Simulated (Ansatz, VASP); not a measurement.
**Ru2Pb in VASP and in Ansatz**

```
CELL_PARAMETERS angstrom
4.70705 0.00000 0.00000
-2.35353 4.07643 0.00000
0.00000 0.00000 2.99223
ATOMIC_POSITIONS crystal
Ru 0.33333 0.66667 0.50000
Ru 0.66667 0.33333 0.50000
Pb 0.00000 0.00000 0.00000
```

Alike in both runs: task single point; functional PBE; k mesh 6 × 6 × 6; occupations gaussian, width 0.1 eV; no spin polarisation.

```csv
,VASP,Ansatz
version,VASP 6.6.1,Ansatz 0.2.0
potentials or method,"VASP PAW PBE potentials, release 64 (Ru_pv, Pb_d), cutoff 520 eV","scalar-relativistic, plane waves, PAW"
valence electrons in the cell,42,46
```

```csv
,VASP,Ansatz,Ansatz less VASP
gap on the k mesh at the Fermi level (eV),none,none,-
pressure (GPa),-11.9,-11.9,-0.03
"traceless stress, the component that is largest in VASP (GPa)",8.86,8.92,+0.056
```

A gap of «none» marks a metal or a gap that the smearing closes. With one functional, cell and mesh, what is left measures potentials, basis and numerics. VASP's potentials hold 42 valence electrons a cell and Ansatz's 46, so a difference there can come from the potentials and not from the codes.

Spin-orbit coupling is off throughout.
